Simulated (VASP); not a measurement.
# SiO2 (P4_32_12) in VASP: further runs

SiO2 is run at these levels: r2SCAN; tasks: single point.

Program: VASP 6.6.1. These are calculated values, not measurements. Logs are shortened: lines on timing, memory, paths and dates and some standing lists are left out, and cuts for length are marked.

### 1 The cell of the first run

It takes space group P4_32_12 (No. 96, tetragonal). Conventional cell: a = 4.897 Å, b = 4.897 Å, c = 6.736 Å, α = 90.00°, β = 90.00°, γ = 90.00°. Within 2.1 Å of Si (site symmetry 2) lie 4 O at 1.61 Å. O (site symmetry 1) has 2 Si at 1.61 Å within 2.1 Å.

### 2 Single point, r2SCAN (volume scaled by 0.94, then relaxed in part)

File POSCAR:

```
SiO2
1.0
    4.8967695864      0.0000000000      0.0000000000
    0.0000000000      4.8967695864      0.0000000000
    0.0000000000      0.0000000000      6.7364940479
Si O
4 8
Direct
    0.8118024462      0.8118024462      0.5000000000
    0.6881975538      0.3118024462      0.2500000000
    0.1881975538      0.1881975538      0.0000000000
    0.3118024462      0.6881975538      0.7500000000
    0.2658252895      0.3727348399      0.8096493996
    0.1272651601      0.7658252895      0.5596493996
    0.7341747105      0.6272651601      0.3096493996
    0.8727348399      0.2341747105      0.0596493996
    0.7658252895      0.1272651601      0.4403506004
    0.6272651601      0.7341747105      0.6903506004
    0.2341747105      0.8727348399      0.9403506004
    0.3727348399      0.2658252895      0.1903506004
```

File INCAR.step1:

```
SYSTEM = SiO2
  PREC = Accurate
  ENCUT = 520
  ISMEAR = 0
  SIGMA = 0.02
  LREAL = .False.
  LASPH = .True.
  NELM = 80
  NBANDS = 44
  GGA = PE
  ALGO = Normal
  EDIFF = 1E-4
  LWAVE = .True.
  LCHARG = .False.
```

File INCAR.step2:

```
SYSTEM = SiO2
  PREC = Accurate
  ENCUT = 520
  EDIFF = 1E-7
  ISMEAR = 0
  SIGMA = 0.02
  LREAL = .False.
  LASPH = .True.
  NELM = 80
  ALGO = Normal
  ISIF = 2
  LWAVE = .False.
  LCHARG = .False.
  METAGGA = R2SCAN
  LMIXTAU = .True.
  NBANDS = 44
  ISTART = 1
```

File KPOINTS:

```
regular mesh
0
Gamma
  6 6 4
  0 0 0
```

Potentials or basis: VASP PAW PBE potentials, release 64 (Si, O).

Run with:

```console
$ cat potpaw_PBE.64/Si/POTCAR potpaw_PBE.64/O/POTCAR > POTCAR
$ cp INCAR.step1 INCAR
$ mpirun -np 1 vasp_std > vasp.out
$ cp INCAR.step2 INCAR
$ mpirun -np 1 vasp_std > vasp.out
```

OUTCAR:

```text
SYSTEM = SiO2
   PREC = Accurate
   ENCUT = 520
   EDIFF = 1E-7
   ISMEAR = 0
   LREAL = .False.
   LASPH = .True.
   NELM = 80
   ISIF = 2
   METAGGA = R2SCAN
   ISTART = 1

 ion  position               nearest neighbor table
   1  0.812  0.812  0.500-   6 1.61   9 1.61   7 1.61  10 1.61   2 3.03   4 3.03   2 3.03   4 3.03

   2  0.688  0.312  0.250-   7 1.61  12 1.61   9 1.61   8 1.61   1 3.03   3 3.03   1 3.03   3 3.03

   3  0.188  0.188  0.000-   8 1.61  11 1.61   5 1.61  12 1.61   2 3.03   4 3.03   4 3.03   2 3.03

   4  0.312  0.688  0.750-   5 1.61  10 1.61   6 1.61  11 1.61   1 3.03   3 3.03   3 3.03   1 3.03

   5  0.266  0.373  0.810-   4 1.61   3 1.61
   6  0.127  0.766  0.560-   1 1.61   4 1.61
   7  0.734  0.627  0.310-   2 1.61   1 1.61
   8  0.873  0.234  0.060-   3 1.61   2 1.61
   9  0.766  0.127  0.440-   1 1.61   2 1.61
  10  0.627  0.734  0.690-   4 1.61   1 1.61
  11  0.234  0.873  0.940-   3 1.61   4 1.61
  12  0.373  0.266  0.190-   2 1.61   3 1.61

  LATTYP: Found a simple tetragonal cell.
 ALAT       =     4.8967695864
 C/A-ratio  =     1.3757016598

  Lattice vectors:

 A1 = (   4.8967695864,   0.0000000000,   0.0000000000)
 A2 = (   0.0000000000,   4.8967695864,   0.0000000000)
 A3 = (   0.0000000000,   0.0000000000,   6.7364940479)

Analysis of symmetry for initial positions (statically):
=====================================================================
 Subroutine PRICEL returns:
 Original cell was already a primitive cell.

 Routine SETGRP: Setting up the symmetry group for a
 simple tetragonal supercell.

 Subroutine GETGRP returns: Found  8 space group operations
 (whereof  2 operations were pure point group operations)
 out of a pool of 16 trial point group operations.

The static configuration has the point symmetry C_2 .
 The point group associated with its full space group is D_4 .

Analysis of symmetry for dynamics (positions and initial velocities):
=====================================================================
 Subroutine PRICEL returns:
 Original cell was already a primitive cell.

 Routine SETGRP: Setting up the symmetry group for a
 simple tetragonal supercell.

 Subroutine GETGRP returns: Found  8 space group operations
 (whereof  2 operations were pure point group operations)
 out of a pool of 16 trial point group operations.

The dynamic configuration has the point symmetry C_2 .
 The point group associated with its full space group is D_4 .

 Subroutine INISYM returns: Found  8 space group operations
 (whereof  2 operations are pure point group operations),
 and found     1 'primitive' translations

----------------------------------------------------------------------------------------

                                     Primitive cell

  volume of cell :     161.5300

  direct lattice vectors                    reciprocal lattice vectors
     4.896769586  0.000000000  0.000000000     0.204216266  0.000000000  0.000000000
     0.000000000  4.896769586  0.000000000     0.000000000  0.204216266  0.000000000
     0.000000000  0.000000000  6.736494048     0.000000000  0.000000000  0.148445169

  length of vectors
     4.896769586  4.896769586  6.736494048     0.204216266  0.204216266  0.148445169

  position of ions in fractional coordinates (direct lattice)
     0.811802446  0.811802446  0.500000000
     0.688197554  0.311802446  0.250000000
     0.188197554  0.188197554  0.000000000
     0.311802446  0.688197554  0.750000000
     0.265825290  0.372734840  0.809649400
     0.127265160  0.765825290  0.559649400
     0.734174710  0.627265160  0.309649400
     0.872734840  0.234174710  0.059649400
     0.765825290  0.127265160  0.440350600
     0.627265160  0.734174710  0.690350600
     0.234174710  0.872734840  0.940350600
     0.372734840  0.265825290  0.190350600

  ion indices of the primitive-cell ions
   primitive index   ion index
                 1           1
                 2           2
                 3           3
                 4           4
                 5           5
                 6           6
                 7           7
                 8           8
                 9           9
                10          10
                11          11
                12          12

----------------------------------------------------------------------------------------

 KPOINTS: regular mesh

Automatic generation of k-mesh.
 Grid dimensions read from file:
 generate k-points for:    6    6    4

 Generating k-lattice:

  Cartesian coordinates                     Fractional coordinates (reciprocal lattice)
     0.034036044  0.000000000  0.000000000     0.166666667  0.000000000  0.000000000
     0.000000000  0.034036044  0.000000000     0.000000000  0.166666667  0.000000000
     0.000000000  0.000000000  0.037111292     0.000000000  0.000000000  0.250000000

  Length of vectors
     0.034036044  0.034036044  0.037111292

  Shift w.r.t. Gamma in fractional coordinates (k-lattice)
     0.000000000  0.000000000  0.000000000

 Subroutine IBZKPT returns following result:
 ===========================================

 Found     30 irreducible k-points:

 Following reciprocal coordinates:
            Coordinates               Weight
  0.000000  0.000000  0.000000      1.000000
  0.166667  0.000000  0.000000      4.000000
  0.333333  0.000000  0.000000      4.000000
  0.500000  0.000000  0.000000      2.000000
  0.166667  0.166667  0.000000      4.000000
  0.333333  0.166667  0.000000      8.000000
[... 16 lines left out ...]
  0.333333  0.000000  0.500000      4.000000
  0.500000  0.000000  0.500000      2.000000
 [... further k-points ...]
   k-points           NKPTS =     30   k-points in BZ     NKDIM =     30   number of bands    NBANDS=     44
   number of dos      NEDOS =    301   number of ions     NIONS =     12
   total plane-waves  NPLWV =  64800
   dimension x,y,z NGX =    36 NGY =   36 NGZ =   50
   dimension x,y,z NGXF=    72 NGYF=   72 NGZF=  100
   ions per type =               4   8
   NGX,Y,Z   is equivalent  to a cutoff of  12.22, 12.22, 12.34 a.u.
   NGXF,Y,Z  is equivalent  to a cutoff of  24.44, 24.44, 24.68 a.u.
 SYSTEM =  SiO2
   PREC   = accura    normal or accurate (medium, high low for compatibility)
   ISTART =      1    job   : 0-new  1-cont  2-samecut
   ICHARG =      0    charge: 1-file 2-atom 10-const
   ISPIN  =      1    spin polarized calculation?
   LNONCOLLINEAR =      F non collinear calculations
   LSORBIT =      F    spin-orbit coupling
   LASPH  =      T    aspherical Exc in radial PAW
   ENCUT  =  520.0 eV  38.22 Ry    6.18 a.u.   9.10  9.10 12.53*2*pi/ulx,y,z
   NELM   =     80;   NELMIN=  2; NELMDL=  0     # of ELM steps
   EDIFF  = 0.1E-06   stopping-criterion for ELM
   LREAL  =      F    real-space projection
   EDIFFG = 0.1E-05   stopping-criterion for IOM
   NSW    =      0    number of steps for IOM
   IBRION =     -1    ionic relax: 0-MD 1-quasi-New 2-CG
   NFREE  =      0    steps in history (QN), initial steepest desc. (CG)
   ISIF   =      2    stress and relaxation
   ISYM   =      2    0-nonsym 1-usesym 2-fastsym
   POTIM  = 0.5000    time-step for ionic-motion
   TEBEG  =    0.0;   TEEND  =   0.0 temperature during run
   PSTRESS=    0.0 pullay stress
   NELECT =      64.0000    total number of electrons
   NUPDOWN=      -1.0000    fix difference up-down
   EMIN   =  10.00;   EMAX   =-10.00  energy-range for DOS
   EFERMI =   0.00;   METHOD = LEGACY
   ISMEAR =     0;   SIGMA  =   0.02  broadening in eV -4-tet -1-fermi 0-gaus
   EFERMI_NEDOS =   21; number of points for ismear=-14 and -15
   IALGO  =     38    algorithm
   IMIX   =      4    mixing-type and parameters
     AMIX     =   0.40;   BMIX     =  1.00
     AMIX_MAG =   1.60;   BMIX_MAG =  1.00
  volume/ion in A,a.u.               =      13.46        90.84
  Fermi-wavevector in a.u.,A,eV,Ry     =   1.202404  2.272214 19.670967  1.445775
  Thomas-Fermi vector in A             =   2.338186
   LORBIT       =      0    0 simple, 1 ext, 2 COOP (PROOUT), +10 PAW based schemes
   METAGGA = R2SCAN    functional components
   LHFCALC =     F    Hartree Fock is set to
   AEXX    =    0.0000 exact exchange contribution
   IVDW    =     0    specifies the selected vdW correction
   LEPSILON=     F    determine dielectric tensor
   LRPA    =     F    only Hartree local field effects (RPA)
 non-spin polarized calculation
 Gauss-broadening in eV      SIGMA  =   0.02
  energy-cutoff  :      520.00
  volume of cell :      161.53
 maximum number of plane-waves:      4368
   NGX = 19   NGY = 19   NGZ = 25

 number of electron      63.9999953 magnetization

 Free energy of the ion-electron system (eV)
  ---------------------------------------------------
  ext. energy  EPLUGINS =         0.00000000
  ---------------------------------------------------
  free energy    TOTEN  =      -119.11537496 eV

  energy without entropy =     -119.11537496  energy(sigma->0) =     -119.11537496

 E-fermi :   0.2796     XC(G=0):  -9.2622

 val. band max:        0.1178182025   @ k =   0.0000   0.0000   0.0000
 cond. band min:       6.5886669517   @ k =   0.0000   0.0000   0.0000
 fundamental gap:      6.4708487492
 Fermi energy:         0.2795952426

 k-point     1 :       0.0000    0.0000    0.0000
  band No.  band energies     occupation
      1     -20.3809      2.00000
      2     -19.4453      2.00000
      3     -19.4453      2.00000
      4     -18.3047      2.00000
      5     -18.2400      2.00000
      6     -18.2354      2.00000
[... 36 lines left out ...]
     43      12.8660      0.00000
     44      13.0616      0.00000

 k-point     2 :       0.1667    0.0000    0.0000
  band No.  band energies     occupation
      1     -20.3191      2.00000
      2     -19.5027      2.00000
      3     -19.3758      2.00000
      4     -18.3341      2.00000
      5     -18.3097      2.00000
      6     -18.2580      2.00000
[... 1026 lines left out ...]
 k-point    24 :       0.5000    0.0000    0.5000
  band No.  band energies     occupation
      1     -19.8993      2.00000
      2     -19.8993      2.00000
      3     -18.9214      2.00000
      4     -18.9214      2.00000
      5     -18.3010      2.00000
      6     -18.3010      2.00000
[... 36 lines left out ...]
     43      12.5792      0.00000
     44      12.5793      0.00000

 [... further k-points ...]
[... 5 lines left out ...]
  --------------------------------------------------------------------------------------
  -------------------------------------------------------------------------------------
  Total        1.2576891      1.2576891      1.2461010     -0.0000000      0.0000000     -0.0000000
  in kB       12.4747147     12.4747147     12.3597745     -0.0000000      0.0000000     -0.0000000
  external PRESSURE =      12.4364013 kB  Pullay stress =       0.0000000 kB

 VOLUME and BASIS-vectors are now :
 -----------------------------------------------------------------------------
  energy-cutoff  :      520.00
  volume of cell :      161.53
      direct lattice vectors                 reciprocal lattice vectors
     4.896769586  0.000000000  0.000000000     0.204216266  0.000000000  0.000000000
     0.000000000  4.896769586  0.000000000     0.000000000  0.204216266  0.000000000
     0.000000000  0.000000000  6.736494048     0.000000000  0.000000000  0.148445169

 POSITION                                       TOTAL-FORCE (eV/Angst)
 -----------------------------------------------------------------------------------
      3.97521      3.97521      3.36825         0.013362      0.013362     -0.000000
      3.36994      1.52682      1.68412        -0.013362      0.013362     -0.000000
      0.92156      0.92156      0.00000        -0.013362     -0.013362     -0.000000
      1.52682      3.36994      5.05237         0.013362     -0.013362     -0.000000
      1.30169      1.82520      5.45420        -0.004546     -0.010480      0.001919
      0.62319      3.75007      3.77007         0.010480     -0.004546      0.001919
      3.59508      3.07157      2.08595         0.004546      0.010480      0.001919
      4.27358      1.14670      0.40183        -0.010480      0.004546      0.001919
      3.75007      0.62319      2.96642        -0.004546      0.010480     -0.001919
      3.07157      3.59508      4.65054         0.010480      0.004546     -0.001919
      1.14670      4.27358      6.33467         0.004546     -0.010480     -0.001919
      1.82520      1.30169      1.28230        -0.010480     -0.004546     -0.001919
 -----------------------------------------------------------------------------------
    total drift:                                0.000000     -0.000000     -0.000000

  FREE ENERGIE OF THE ION-ELECTRON SYSTEM (eV)
  ---------------------------------------------------
  free  energy   TOTEN  =      -119.1153749617 eV

  energy  without entropy=     -119.1153749617  energy(sigma->0) =     -119.11537496
```

Run time: 11 min. Hardware: 1 thread of Intel Xeon Platinum 8375C at 2.90GHz (Ice Lake), shared host; peak memory 0.34 GiB.

What came out:

- Free energy: -119.1154 eV
- Pressure: 1.2 GPa
- Largest force: 0.019 eV/Å
- Band gap on the k mesh: 6.47 eV, direct

Forces on the atoms (eV/Å):
```
Si   0.013  0.013  0.000
Si  -0.013  0.013  0.000
Si  -0.013 -0.013  0.000
Si   0.013 -0.013  0.000
O   -0.005 -0.010  0.002
O    0.010 -0.005  0.002
O    0.005  0.010  0.002
O   -0.010  0.005  0.002
O   -0.005  0.010 -0.002
O    0.010  0.005 -0.002
O    0.005 -0.010 -0.002
O   -0.010 -0.005 -0.002
```

Levels at points of the mesh, in eV from the valence-band top:
```
           k point  band 30  band 31  band 32  band 33  band 34  band 35
(0.00, 0.00, 0.00)    -0.40    -0.40     0.00     6.47     9.72     9.72
(0.50, 0.00, 0.00)    -0.69    -0.52    -0.52     8.66     8.66    10.10
(0.50, 0.50, 0.00)    -0.59    -0.51    -0.51     9.58     9.58     9.72
(0.00, 0.00, 0.50)    -0.62    -0.39    -0.39     7.85     7.85    10.24
(0.50, 0.00, 0.50)    -0.92    -0.21    -0.21     9.09     9.09     9.93
(0.50, 0.50, 0.50)    -0.55    -0.55    -0.55    10.09    10.09    10.09
```

Caveat: the PAW data sets were made with another functional, which shifts forces and pressure a little.

[end of part 1 of 2]
